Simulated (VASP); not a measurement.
# BN (pbe) (P6_3mc) in VASP: notebook

The runs below take BN (pbe) through single point, relaxation of cell and atoms, with PBE.

Program: VASP 6.6.1. These are calculated values, not measurements. Logs are shortened: lines on timing, memory, paths and dates and some standing lists are left out, and cuts for length are marked.

**1. The cell of the first run**

Symmetry: P6_3mc, No. 186, hexagonal system. The conventional cell has a = 2.550 Å, b = 2.550 Å, c = 4.210 Å, α = 90.00°, β = 90.00°, γ = 120.00°. Within 2.1 Å of B (site symmetry 3m) lie 4 N at 1.56 to 1.57 Å. Within 2.1 Å of N (site symmetry 3m) lie 4 B at 1.56 to 1.57 Å.

**2. Single point, PBE**

File INCAR:

```
SYSTEM = BN
PREC     = Accurate       ! precision mode
ENCUT    = 520            ! plane-wave cutoff, eV
EDIFF    = 1E-6           ! SCF threshold, eV
ISMEAR   = 0              ! smearing method
SIGMA    = 0.1            ! smearing width, eV
LREAL    = .False.        ! projectors in reciprocal space
LASPH    = .True.         ! aspherical terms in the spheres
NELM     = 60             ! most SCF steps
ALGO     = Normal         ! electronic algorithm
ISIF     = 2              ! what is computed and relaxed
LWAVE    = .False.        ! write WAVECAR
LCHARG   = .False.        ! write CHGCAR
GGA      = PE             ! functional
NBANDS   = 16             ! bands
```

File KPOINTS:

```
Automatic mesh
0
Gamma
  9 9 4
  0 0 0
```

File POSCAR:

```
BN
1.0
    2.5500000000      0.0000000000      0.0000000000
   -1.2750000000      2.2083647797      0.0000000000
    0.0000000000      0.0000000000      4.2100000000
B N
2 2
Direct
    0.3333333333      0.6666666667      0.0000000000
    0.6666666667      0.3333333333      0.5000000000
    0.3333333333      0.6666666667      0.3740000000
    0.6666666667      0.3333333333      0.8740000000
```

Potentials or basis: VASP PAW PBE potentials, release 64 (B, N).

The run is started by

```
cat potpaw_PBE.64/B/POTCAR potpaw_PBE.64/N/POTCAR > POTCAR
mpirun -np 1 vasp_std > vasp.out
```

OUTCAR:

```text
SYSTEM = BN
   PREC = Accurate
   ENCUT = 520
   EDIFF = 1E-6
   ISMEAR = 0
   LREAL = .False.
   LASPH = .True.
   NELM = 60
   ISIF = 2
   GGA = PE

 ion  position               nearest neighbor table
   1  0.333  0.667  0.000-   4 1.56   4 1.56   4 1.56   3 1.57
   2  0.667  0.333  0.500-   3 1.56   3 1.56   3 1.56   4 1.57
   3  0.333  0.667  0.374-   2 1.56   2 1.56   2 1.56   1 1.57
   4  0.667  0.333  0.874-   1 1.56   1 1.56   1 1.56   2 1.57

  LATTYP: Found a hexagonal cell.
 ALAT       =     2.5500000000
 C/A-ratio  =     1.6509803922

  Lattice vectors:

 A1 = (   2.5500000000,   0.0000000000,   0.0000000000)
 A2 = (  -1.2750000000,   2.2083647797,   0.0000000000)
 A3 = (   0.0000000000,   0.0000000000,   4.2100000000)

Analysis of symmetry for initial positions (statically):
=====================================================================
 Subroutine PRICEL returns:
 Original cell was already a primitive cell.

 Routine SETGRP: Setting up the symmetry group for a
 hexagonal supercell.

 Subroutine GETGRP returns: Found 12 space group operations
 (whereof  6 operations were pure point group operations)
 out of a pool of 24 trial point group operations.

The static configuration has the point symmetry C_3v.
 The point group associated with its full space group is C_6v.

Analysis of symmetry for dynamics (positions and initial velocities):
=====================================================================
 Subroutine PRICEL returns:
 Original cell was already a primitive cell.

 Routine SETGRP: Setting up the symmetry group for a
 hexagonal supercell.

 Subroutine GETGRP returns: Found 12 space group operations
 (whereof  6 operations were pure point group operations)
 out of a pool of 24 trial point group operations.

The dynamic configuration has the point symmetry C_3v.
 The point group associated with its full space group is C_6v.

 Subroutine INISYM returns: Found 12 space group operations
 (whereof  6 operations are pure point group operations),
 and found     1 'primitive' translations

----------------------------------------------------------------------------------------

                                     Primitive cell

  volume of cell :      23.7079

  direct lattice vectors                    reciprocal lattice vectors
     2.550000000  0.000000000  0.000000000     0.392156863  0.226411870  0.000000000
    -1.275000000  2.208364780  0.000000000     0.000000000  0.452823741  0.000000000
     0.000000000  0.000000000  4.210000000     0.000000000  0.000000000  0.237529691

  length of vectors
     2.550000000  2.550000000  4.210000000     0.452823741  0.452823741  0.237529691

  position of ions in fractional coordinates (direct lattice)
     0.333333333  0.666666667  0.000000000
     0.666666667  0.333333333  0.500000000
     0.333333333  0.666666667  0.374000000
     0.666666667  0.333333333  0.874000000

  ion indices of the primitive-cell ions
   primitive index   ion index
                 1           1
                 2           2
                 3           3
                 4           4

----------------------------------------------------------------------------------------

 KPOINTS: Automatic mesh

Automatic generation of k-mesh.
 Grid dimensions read from file:
 generate k-points for:    9    9    4

 Generating k-lattice:

  Cartesian coordinates                     Fractional coordinates (reciprocal lattice)
     0.043572985  0.025156874  0.000000000     0.111111111  0.000000000  0.000000000
     0.000000000  0.050313749  0.000000000     0.000000000  0.111111111  0.000000000
     0.000000000  0.000000000  0.059382423     0.000000000  0.000000000  0.250000000

  Length of vectors
     0.050313749  0.050313749  0.059382423

  Shift w.r.t. Gamma in fractional coordinates (k-lattice)
     0.000000000  0.000000000  0.000000000

 Subroutine IBZKPT returns following result:
 ===========================================

 Found     36 irreducible k-points:

 Following reciprocal coordinates:
            Coordinates               Weight
  0.000000  0.000000  0.000000      1.000000
  0.111111  0.000000  0.000000      6.000000
  0.222222  0.000000  0.000000      6.000000
  0.333333  0.000000  0.000000      6.000000
  0.444444  0.000000  0.000000      6.000000
  0.111111  0.111111  0.000000      6.000000
[... 16 lines left out ...]
  0.333333  0.222222  0.250000     24.000000
  0.333333  0.333333  0.250000      4.000000
 [... further k-points ...]
   k-points           NKPTS =     36   k-points in BZ     NKDIM =     36   number of bands    NBANDS=     16
   number of dos      NEDOS =    301   number of ions     NIONS =      4
   total plane-waves  NPLWV =  12800
   dimension x,y,z NGX =    20 NGY =   20 NGZ =   32
   dimension x,y,z NGXF=    40 NGYF=   40 NGZF=   64
   ions per type =               2   2
   NGX,Y,Z   is equivalent  to a cutoff of  13.04, 13.04, 12.64 a.u.
[... 34 lines left out ...]
  Thomas-Fermi vector in A             =   2.555225
   LORBIT       =      0    0 simple, 1 ext, 2 COOP (PROOUT), +10 PAW based schemes
   GGA     = PE    functional components
   LHFCALC =     F    Hartree Fock is set to
   AEXX    =    0.0000 exact exchange contribution
   IVDW    =     0    specifies the selected vdW correction
   LEPSILON=     F    determine dielectric tensor
   LRPA    =     F    only Hartree local field effects (RPA)
 non-spin polarized calculation
 Gauss-broadening in eV      SIGMA  =   0.10
  energy-cutoff  :      520.00
  volume of cell :       23.71
 maximum number of plane-waves:       652
 NGX is ok and might be reduce to    20
   NGX =  9   NGY =  9   NGZ = 15

 number of electron      16.0000000 magnetization

 Free energy of the ion-electron system (eV)
  ---------------------------------------------------
  ext. energy  EPLUGINS =         0.00000000
  ---------------------------------------------------
  free energy    TOTEN  =       -34.83056656 eV

  energy without entropy =      -34.83056656  energy(sigma->0) =      -34.83056656

 E-fermi :   7.9401     XC(G=0): -12.7959

 val. band max:        7.5278344090   @ k =   0.0000   0.0000   0.0000
 cond. band min:      12.6923348366   @ k =   0.3333   0.3333   0.0000
 fundamental gap:      5.1645004276
 Fermi energy:         7.9400817177

 k-point     1 :       0.0000    0.0000    0.0000
  band No.  band energies     occupation
      1     -12.8500      2.00000
      2      -8.6958      2.00000
      3      -3.3724      2.00000
      4       5.3908      2.00000
      5       5.3908      2.00000
      6       7.2289      2.00000
[... 8 lines left out ...]
     15      19.3981      0.00000
     16      23.7265      0.00000

 k-point     2 :       0.1111    0.0000    0.0000
  band No.  band energies     occupation
      1     -12.5828      2.00000
      2      -8.4930      2.00000
      3      -3.1082      2.00000
      4       4.2191      2.00000
      5       4.9153      2.00000
      6       6.5502      2.00000
[... 8 lines left out ...]
     15      20.1543      0.00000
     16      23.3135      0.00000

 k-point     3 :       0.2222    0.0000    0.0000
  band No.  band energies     occupation
      1     -11.7975      2.00000
      2      -7.9403      2.00000
      3      -2.3349      2.00000
      4       1.7327      2.00000
      5       3.9505      2.00000
      6       4.3825      2.00000
[... 8 lines left out ...]
     15      21.9448      0.00000
     16      22.6792      0.00000

 k-point     4 :       0.3333    0.0000    0.0000
  band No.  band energies     occupation
      1     -10.5629      2.00000
      2      -7.3062      2.00000
      3      -1.1487      2.00000
      4      -0.6643      2.00000
      5       2.0205      2.00000
      6       3.0874      2.00000
[... 8 lines left out ...]
     15      23.3098      0.00000
     16      23.8740      0.00000
[... 324 lines left out ...]
 k-point    22 :       0.2222    0.2222    0.2500
  band No.  band energies     occupation
      1      -9.5587      2.00000
      2      -7.6079      2.00000
      3      -1.0061      2.00000
      4       0.1199      2.00000
      5       1.5706      2.00000
      6       1.7368      2.00000
[... 8 lines left out ...]
     15      22.6853      0.00000
     16      23.4835      0.00000

 k-point    23 :       0.3333    0.2222    0.2500
  band No.  band energies     occupation
      1      -8.3185      2.00000
      2      -7.2877      2.00000
      3      -1.6938      2.00000
      4      -0.7253      2.00000
      5       0.3722      2.00000
      6       2.2040      2.00000
[... 8 lines left out ...]
     15      23.1945      0.00000
     16      24.0995      0.00000

 k-point    24 :       0.3333    0.3333    0.2500
  band No.  band energies     occupation
      1      -7.4998      2.00000
      2      -7.4998      2.00000
      3      -1.2878      2.00000
      4      -0.6908      2.00000
      5      -0.6908      2.00000
      6       1.3023      2.00000
[... 8 lines left out ...]
     15      23.8517      0.00000
     16      23.8517      0.00000

 [... further k-points ...]
[... 5 lines left out ...]
  --------------------------------------------------------------------------------------
  -------------------------------------------------------------------------------------
  Total        0.3438916      0.3438916      0.5914286      0.0000000      0.0000000      0.0000000
  in kB       23.2401574     23.2401574     39.9686780      0.0000000      0.0000000      0.0000000
  external PRESSURE =      28.8163310 kB  Pullay stress =       0.0000000 kB

 VOLUME and BASIS-vectors are now :
 -----------------------------------------------------------------------------
  energy-cutoff  :      520.00
  volume of cell :       23.71
      direct lattice vectors                 reciprocal lattice vectors
     2.550000000  0.000000000  0.000000000     0.392156863  0.226411870  0.000000000
    -1.275000000  2.208364780  0.000000000     0.000000000  0.452823741  0.000000000
     0.000000000  0.000000000  4.210000000     0.000000000  0.000000000  0.237529691

 POSITION                                       TOTAL-FORCE (eV/Angst)
 -----------------------------------------------------------------------------------
     -0.00000      1.47224      0.00000        -0.000000      0.000000     -0.056630
      1.27500      0.73612      2.10500        -0.000000      0.000000     -0.056630
     -0.00000      1.47224      1.57454         0.000000     -0.000000      0.056630
      1.27500      0.73612      3.67954         0.000000      0.000000      0.056630
 -----------------------------------------------------------------------------------
    total drift:                               -0.000000     -0.000000     -0.000439

  FREE ENERGIE OF THE ION-ELECTRON SYSTEM (eV)
  ---------------------------------------------------
  free  energy   TOTEN  =       -34.8305665621 eV

  energy  without entropy=      -34.8305665621  energy(sigma->0) =      -34.83056656
```

It took 5.2 s on 1 thread of Intel Xeon 6975P-C (Granite Rapids), shared host; peak memory 0.13 GiB.

What came out:

```
Free energy            : -34.8306 eV
Pressure               : 2.9 GPa
Largest force          : 0.057 eV/Å
Band gap on the k mesh : 5.16 eV, indirect (least direct gap 8.24 eV)
```

Forces on the atoms (eV/Å):
```
B    0.000  0.000 -0.057
B    0.000  0.000 -0.057
N    0.000  0.000  0.057
N    0.000  0.000  0.057
```

Stress tensor (GPa, compression positive):
```
2.32 0.00 0.00
0.00 2.32 0.00
0.00 0.00 4.00
```

Levels at points of the mesh, in eV from the valence-band top:
| k point | band 4 | band 5 | band 6 | band 7 | band 8 | band 9 | band 10 | band 11 | band 12 | band 13 |
| --- | --- | --- | --- | --- | --- | --- | --- | --- | --- | --- |
| (0.00, 0.00, 0.00) | -2.14 | -2.14 | -0.30 | 0.00 | 0.00 | 8.33 | 8.33 | 8.66 | 9.45 | 10.70 |
| (0.00, 0.00, 0.50) | -5.70 | -1.18 | -1.18 | -1.18 | -1.18 | 9.44 | 9.44 | 9.89 | 9.89 | 9.89 |

(Part 1 of 2 ends here.)
